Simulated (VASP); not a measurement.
Input of a VASP 6.6.1 run:

File INCAR:

```
PREC     = Accurate       # precision mode
ENCUT    = 600            # plane-wave cutoff, eV
EDIFF    = 1E-6           # SCF threshold, eV
ISMEAR   = -1             # smearing method
SIGMA    = 0.05           # smearing width, eV
LREAL    = F              # projectors in reciprocal space
LASPH    = T              # aspherical terms in the spheres
NELM     = 150            # most SCF steps
ALGO     = Normal         # electronic algorithm
ISIF     = 3              # what is computed and relaxed
LWAVE    = F              # write WAVECAR
LCHARG   = F              # write CHGCAR
ISPIN    = 2              # spin polarisation
MAGMOM   = 3 0            # initial moments
LORBIT   = 11             # projections on sites
LMAXMIX  = 4              # l up to which the mixer works
GGA      = PE             # functional
IVDW     = 12             # dispersion correction
IBRION   = 2              # ionic algorithm
NSW      = 80             # ionic steps
EDIFFG   = -0.01          # ionic threshold
```

File KPOINTS:

```
Automatic mesh
0
Gamma
  11 11 11
```

Contents of POSCAR:

```
FeO
1.0
    0.0000000000      2.1554000000      2.1554000000
    2.1554000000      0.0000000000      2.1554000000
    2.1554000000      2.1554000000      0.0000000000
Fe O
1 1
Direct
    0.0000000000      0.0000000000      0.0000000000
    0.5000000000      0.5000000000      0.5000000000
```

Potentials or basis: VASP PAW PBE potentials, release 64 (Fe, O).

Launch:

```sh
$ cat potpaw_PBE.64/Fe/POTCAR potpaw_PBE.64/O/POTCAR > POTCAR
$ mpirun -np 1 vasp_std > vasp.out
```

**Question.** Predict the band gap on the k mesh.

**Answer.** Zero (filled and empty bands overlap).

**Question.** Estimate the relaxed cell.

**Answer.** a = 3.029 Å, b = 3.029 Å, c = 3.029 Å, α = 60.00°, β = 60.00°, γ = 60.00°.

**Question.** Predict the dispersion energy per atom.

**Answer.** -0.203 eV.

Final structure:
```
CELL_PARAMETERS angstrom
0.00000 2.14169 2.14169
2.14169 0.00000 2.14169
2.14169 2.14169 0.00000
ATOMIC_POSITIONS crystal
Fe 0.00000 0.00000 0.00000
O 0.50000 0.50000 0.50000
```

Caveat: a cell with one magnetic atom can't hold antiferromagnetic order, which such compounds often take; semilocal functionals often make such compounds metallic where correlation or magnetic order opens a gap, which also shifts bond lengths. With open d or f shells a metallic result of PBE can be an artefact of self-interaction; +U or a hybrid may open a gap.
